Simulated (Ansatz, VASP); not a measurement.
**Hf3Br in VASP and in Ansatz**

The input INCAR:

```
ALGO = Normal
EDIFF = 1E-6
EDIFFG = -0.04
ENCUT = 600
GGA = PE
IBRION = 2
ISIF = 3
ISMEAR = 0
LASPH = T
LCHARG = F
LREAL = F
LWAVE = F
NELM = 100
NSW = 90
PREC = Accurate
SIGMA = 0.1
```

File KPOINTS:

```
k-points
0
Gamma
  6 6 2
```

File POSCAR:

```
Hf3Br
1.0
    3.3109151700      0.0000000000      0.0000000000
   -1.6554575900      2.8673366500      0.0000000000
    0.0000000000      0.0000000000     10.3140599100
Hf Br
3 1
Direct
    0.0000000000      0.0000000000      0.0000000000
    0.6666666700      0.3333333300      0.7616215300
    0.6666666700      0.3333333300      0.2383784700
    0.0000000000      0.0000000000      0.5000000000
```

Input for Ansatz:

```yaml
crystal:
  lattice:
    - [3.31091517, 0.0, 0.0]
    - [-1.65545759, 2.86733665, 0.0]
    - [0.0, 0.0, 10.31405991]
  atoms:
    - { symbol: Hf, position: [0.0, 0.0, 0.0] }
    - { symbol: Hf, position: [0.66666667, 0.33333333, 0.76162153] }
    - { symbol: Hf, position: [0.66666667, 0.33333333, 0.23837847] }
    - { symbol: Br, position: [0.0, 0.0, 0.5] }
basis:
  ecutwfc: 420
kpoints:
  mp_grid: { grid: [6, 6, 2] }
hamiltonian:
  xc: pbe
scf:
  occupations: { method: gaussian, width: 0.1 }
  lower_state_search: "off"
output:
  forces: true
  stress: true
  eigenvalues: true
relax:
  adjacent_minimum: "off"
  f_tol: 0.04
  max_steps: 70
  cell: { stress_tol: 0.4 }
```

Change from the starting cell: species swapped into the Co3Ir type (P-6m2, No. 187).

Alike in both runs: task relaxation of cell and atoms; functional PBE; k mesh 6 × 6 × 2; occupations gaussian, width 0.1 eV; no spin polarisation.

|  | VASP | Ansatz |
| --- | --- | --- |
| version | VASP 6.6.1 | Ansatz 0.2.0 |
| potentials or method | VASP PAW PBE potentials, release 64 (Hf_pv, Br), cutoff 600 eV | scalar-relativistic, plane waves, PAW |
| valence electrons in the cell | 37 | 85 |

```tsv
	VASP	Ansatz	Ansatz less VASP
gap on the k mesh at the Fermi level, each at its own relaxed structure (eV)	none	none	-
relaxed volume (Å³/atom)	21.74	21.85	+0.102
relaxed cell length with the largest relative difference (Å)	9.366	9.386	+0.0194
```

A gap of «none» marks a metal or a gap that the smearing closes. VASP's potentials hold 37 valence electrons a cell and Ansatz's 85, so a difference there can come from the potentials and not from the codes.

The k mesh is coarse, so the values compare programs but aren't converged. Neither program's run includes spin-orbit coupling.
